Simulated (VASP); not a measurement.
# ZnCu in VASP: further runs, part 2 of 2

VASP 6.6.1. Earlier steps stand in the parts before.

**3. Single point, r2SCAN**

Input file POSCAR:

```
ZnCu
1.0
    1.4880400000     -2.1212800000      0.0000000000
    1.4880400000      2.1212800000      0.0000000000
    0.0000000000      0.0000000000      4.1407500000
Zn Cu
1 1
Direct
    0.5000000000      0.5000000000      0.5060375536
    0.0000000000      0.0000000000      0.0000000000
```

Input file INCAR.step1:

```
PREC     = Accurate       # precision mode
ENCUT    = 520            # plane-wave cutoff, eV
ISMEAR   = -1             # smearing method
SIGMA    = 0.1            # smearing width, eV
LREAL    = False          # projectors in reciprocal space
LASPH    = True           # aspherical terms in the spheres
NELM     = 80             # most SCF steps
NBANDS   = 18             # bands
GGA      = PE             # functional
ALGO     = Normal         # electronic algorithm
EDIFF    = 1E-4           # SCF threshold, eV
LWAVE    = True           # write WAVECAR
LCHARG   = False          # write CHGCAR
```

Input file INCAR.step2:

```
PREC     = Accurate       # precision mode
ENCUT    = 520            # plane-wave cutoff, eV
EDIFF    = 1E-6           # SCF threshold, eV
ISMEAR   = -1             # smearing method
SIGMA    = 0.1            # smearing width, eV
LREAL    = False          # projectors in reciprocal space
LASPH    = True           # aspherical terms in the spheres
NELM     = 80             # most SCF steps
ALGO     = Normal         # electronic algorithm
ISIF     = 2              # what is computed and relaxed
LWAVE    = False          # write WAVECAR
LCHARG   = False          # write CHGCAR
METAGGA  = R2SCAN         # meta-GGA
LMIXTAU  = True         
NBANDS   = 18             # bands
ISTART   = 1
```

Input file KPOINTS:

```
Automatic mesh
0
Gamma
  11 11 7
```

Potentials or basis: VASP PAW PBE potentials, release 64 (Zn, Cu).

Launch:

```sh
$ cat potpaw_PBE.64/Zn/POTCAR potpaw_PBE.64/Cu/POTCAR > POTCAR
$ cp INCAR.step1 INCAR
$ mpirun -np 1 vasp_std > vasp.out
$ cp INCAR.step2 INCAR
$ mpirun -np 1 vasp_std > vasp.out
```

OUTCAR:

```text
PREC = Accurate
   ENCUT = 520
   EDIFF = 1E-6
   ISMEAR = -1
   LREAL = False
   LASPH = True
   NELM = 80
   ISIF = 2
   METAGGA = R2SCAN
   ISTART = 1

 ion  position               nearest neighbor table
   1  0.500  0.500  0.506-   2 2.53   2 2.53   2 2.57   2 2.57
   2  0.000  0.000  0.000-   1 2.53   1 2.53   1 2.57   1 2.57

  LATTYP: Found a base centered orthorhombic cell.
 ALAT       =     2.9760800000
 B/A-ratio  =     1.4255530765
 C/A-ratio  =     1.3913436467

  Lattice vectors:

 A1 = (   1.4880400000,  -2.1212800000,   0.0000000000)
 A2 = (   1.4880400000,   2.1212800000,   0.0000000000)
 A3 = (   0.0000000000,   0.0000000000,   4.1407500000)

Analysis of symmetry for initial positions (statically):
=====================================================================
 Subroutine PRICEL returns:
 Original cell was already a primitive cell.

 Routine SETGRP: Setting up the symmetry group for a
 base centered orthorhombic supercell.

 Subroutine GETGRP returns: Found  4 space group operations
 (whereof  4 operations were pure point group operations)
 out of a pool of  8 trial point group operations.

The static configuration has the point symmetry C_2v.

Analysis of symmetry for dynamics (positions and initial velocities):
=====================================================================
 Subroutine PRICEL returns:
 Original cell was already a primitive cell.

 Routine SETGRP: Setting up the symmetry group for a
 base centered orthorhombic supercell.

 Subroutine GETGRP returns: Found  4 space group operations
 (whereof  4 operations were pure point group operations)
 out of a pool of  8 trial point group operations.

The dynamic configuration has the point symmetry C_2v.

 Subroutine INISYM returns: Found  4 space group operations
 (whereof  4 operations are pure point group operations),
[... 110 lines left out ...]
   EFERMI =   0.00;   METHOD = LEGACY
   ISMEAR =    -1;   SIGMA  =   0.10  broadening in eV -4-tet -1-fermi 0-gaus
   EFERMI_NEDOS =   21; number of points for ismear=-14 and -15
   IALGO  =     38    algorithm
   IMIX   =      4    mixing-type and parameters
     AMIX     =   0.40;   BMIX     =  1.00
     AMIX_MAG =   1.60;   BMIX_MAG =  1.00
  volume/ion in A,a.u.               =      13.07        88.20
  Fermi-wavevector in a.u.,A,eV,Ry     =   1.568713  2.964438 33.482051  2.460861
  Thomas-Fermi vector in A             =   2.670704
   LORBIT       =      0    0 simple, 1 ext, 2 COOP (PROOUT), +10 PAW based schemes
   METAGGA = R2SCAN    functional components
   LHFCALC =     F    Hartree Fock is set to
   AEXX    =    0.0000 exact exchange contribution
   IVDW    =     0    specifies the selected vdW correction
   LEPSILON=     F    determine dielectric tensor
   LRPA    =     F    only Hartree local field effects (RPA)
 non-spin polarized calculation
  energy-cutoff  :      520.00
  volume of cell :       26.14
 maximum number of plane-waves:       726
   NGX =  9   NGY =  9   NGZ = 15

 number of electron      22.9999994 magnetization

 Free energy of the ion-electron system (eV)
  ---------------------------------------------------
  ext. energy  EPLUGINS =         0.00000000
  ---------------------------------------------------
  free energy    TOTEN  =       -19.84535417 eV

  energy without entropy =      -19.83005334  energy(sigma->0) =      -19.83770375

 E-fermi :   5.0816     XC(G=0): -13.3752

 val. band max:        5.0595689109   @ k =  -0.1818   0.0909   0.0000
 cond. band min:       5.1982522295   @ k =   0.2727  -0.0000   0.1429
 fundamental gap:      0.1386833186
 Fermi energy:         5.0815943901

 k-point     1 :       0.0000    0.0000    0.0000
  band No.  band energies     occupation
      1      -5.5122      2.00000
      2      -3.2338      2.00000
      3      -3.0886      2.00000
      4      -2.3907      2.00000
      5      -2.3730      2.00000
      6      -2.1798      2.00000
[... 481 lines left out ...]
      5      -2.4930      2.00000
      6      -2.4790      2.00000
[... 10 lines left out ...]
     17      25.3520      0.00000
     18      25.7183      0.00000

 [... further k-points ...]

------------------------ aborting loop because EDIFF is reached ----------------------------------------

  FORCE on cell =-STRESS in cart. coord.  units (eV):
  Direction    XX          YY          ZZ          XY          YZ          ZX
  --------------------------------------------------------------------------------------
  -------------------------------------------------------------------------------------
  Total       -0.6269275     -0.8628966     -0.7770382      0.0000000      0.0000000      0.0000000
  in kB      -38.4243268    -52.8868550    -47.6246027      0.0000000      0.0000000      0.0000000
  external PRESSURE =     -46.3119282 kB  Pullay stress =       0.0000000 kB

 VOLUME and BASIS-vectors are now :
 -----------------------------------------------------------------------------
  energy-cutoff  :      520.00
  volume of cell :       26.14
      direct lattice vectors                 reciprocal lattice vectors
     1.488040000 -2.121280000  0.000000000     0.336012473 -0.235706743  0.000000000
     1.488040000  2.121280000  0.000000000     0.336012473  0.235706743  0.000000000
     0.000000000  0.000000000  4.140750000     0.000000000  0.000000000  0.241502143

 POSITION                                       TOTAL-FORCE (eV/Angst)
 -----------------------------------------------------------------------------------
      1.48804      0.00000      2.09538        -0.000000      0.000000     -0.139826
      0.00000      0.00000      0.00000         0.000000      0.000000      0.139826
 -----------------------------------------------------------------------------------
    total drift:                                0.000000      0.000000     -0.005006

  FREE ENERGIE OF THE ION-ELECTRON SYSTEM (eV)
  ---------------------------------------------------
  free  energy   TOTEN  =       -19.8453541679 eV

  energy  without entropy=      -19.8300533420  energy(sigma->0) =      -19.83770375
```

OUTCAR.step1:

```text
PREC = Accurate
   ENCUT = 520
   ISMEAR = -1
   LREAL = False
   LASPH = True
[... 726 lines left out ...]
      1.48804      0.00000      2.09538        -0.000000      0.000000     -0.146286
      0.00000      0.00000      0.00000         0.000000      0.000000      0.146286
 -----------------------------------------------------------------------------------
    total drift:                                0.000000      0.000000      0.000676

  FREE ENERGIE OF THE ION-ELECTRON SYSTEM (eV)
  ---------------------------------------------------
  free  energy   TOTEN  =        -4.9427252784 eV

  energy  without entropy=       -4.9267734483  energy(sigma->0) =       -4.93474936
```

OSZICAR.step1:

```text
N       E                     dE             d eps       ncg     rms          rms(c)
DAV:   1     0.117331490159E+03    0.11733E+03   -0.11341E+04  5472   0.209E+03
DAV:   2    -0.872640799320E+00   -0.11820E+03   -0.11304E+03  5208   0.301E+02
DAV:   3    -0.591438659807E+01   -0.50417E+01   -0.49692E+01  5830   0.770E+01
DAV:   4    -0.595599767544E+01   -0.41611E-01   -0.41596E-01  6210   0.649E+00
DAV:   5    -0.595653786478E+01   -0.54019E-03   -0.54016E-03  5932   0.753E-01    0.910E+00
DAV:   6    -0.584337979353E+01    0.11316E+00   -0.15525E+01  5602   0.836E+01    0.589E+00
DAV:   7    -0.495490039404E+01    0.88848E+00   -0.33291E+00  5986   0.716E+01    0.214E+00
DAV:   8    -0.495125979267E+01    0.36406E-02   -0.13304E-01  7516   0.471E+00    0.115E+00
DAV:   9    -0.494281074765E+01    0.84490E-02   -0.18886E-02  5830   0.269E+00    0.827E-02
DAV:  10    -0.494272527844E+01    0.85469E-04   -0.59564E-04  7338   0.298E-01
   1 F= -.49427253E+01 E0= -.49347494E+01  d E =-.159518E-01
```

Run time: 4.3 min. Hardware: 1 thread of Intel Xeon 8259CL, shared host; peak memory 0.2 GiB.

Results:

- Free energy: -19.8454 eV
- Pressure: -4.6 GPa
- Largest force: 0.140 eV/Å
- Band gap on the k mesh: zero (an odd number of electrons rules out a gap without spin polarisation)

Forces in eV/Å, atoms in the order of the input:
```
Zn   0.000  0.000 -0.140
Cu   0.000  0.000  0.140
```

Caveat: the cell stands under tension; the PAW data sets were made with another functional, which shifts forces and pressure a little.

**4. Single point, r2SCAN**

Changes to POSCAR since step 3:

```diff
@@ -8,3 +8,3 @@
 Direct
-    0.5000000000      0.5000000000      0.5060375536
+    0.5000000000      0.5000000000      0.5120751072
     0.0000000000      0.0000000000      0.0000000000
```

Input file INCAR.step1:

```
PREC = Accurate ; ENCUT = 520
ISMEAR = -1 ; SIGMA = 0.1
LREAL = False ; LASPH = True
NELM = 100 ; NBANDS = 18
GGA = PE ; ALGO = Normal
EDIFF = 1E-4 ; LWAVE = True
LCHARG = False
```

Input file INCAR.step2:

```
PREC = Accurate ; ENCUT = 520
EDIFF = 1E-6 ; ISMEAR = -1
SIGMA = 0.1 ; LREAL = False
LASPH = True ; NELM = 100
ALGO = Normal ; ISIF = 2
LWAVE = False ; LCHARG = False
METAGGA = R2SCAN ; LMIXTAU = True
NBANDS = 18 ; ISTART = 1
```

Input file KPOINTS:

```
regular mesh
0
Gamma
  11 11 7
```

Launch:

```sh
$ cat potpaw_PBE.64/Zn/POTCAR potpaw_PBE.64/Cu/POTCAR > POTCAR
$ cp INCAR.step1 INCAR
$ mpirun -np 1 vasp_std > vasp.out
$ cp INCAR.step2 INCAR
$ mpirun -np 1 vasp_std > vasp.out
```

Run time: 4.4 min. Hardware: 1 thread of Intel Xeon 8259CL, shared host; peak memory 0.2 GiB.

Results (log left out):

- Free energy: -19.8403 eV
- Pressure: -4.5 GPa
- Largest force: 0.272 eV/Å
- Band gap on the k mesh: zero (an odd number of electrons rules out a gap without spin polarisation)

Forces in eV/Å, atoms in the order of the input:
```
Zn   0.000  0.000 -0.272
Cu   0.000  0.000  0.272
```

Stress tensor (GPa, compression positive):
```
-3.68  0.00  0.00
 0.00 -5.25  0.00
 0.00  0.00 -4.67
```

Levels at points of the mesh, in eV from the Fermi level:
```csv
k point,band 9,band 10,band 11,band 12,band 13,band 14,band 15,band 16
"(0.00, 0.00, 0.00)",-2.53,-2.52,-2.42,-1.67,2.36,15.03,15.81,18.84
```

Caveat: the cell stands under tension; the PAW data sets were made with another functional, which shifts forces and pressure a little.

**5. Summary**

```tsv
cell	gap on the mesh (eV)	pressure (GPa)	largest force (eV/Å)
as given, atomic positions A	none	-4.7	-
as given, atomic positions B	none	-4.6	0.14
as given, atomic positions C	none	-4.5	0.27
```

Alike in all rows: task single point; level r2SCAN; potentials or basis VASP PAW PBE potentials, release 64 (Zn, Cu); no spin polarisation; k mesh 11 × 11 × 7; cutoff (eV) 520; smearing fermi-dirac 0.1 eV.

Caveats: the cell stands under tension; the PAW data sets were made with another functional, which shifts forces and pressure a little.

Absolute energies hang on the potentials; compare differences alone.
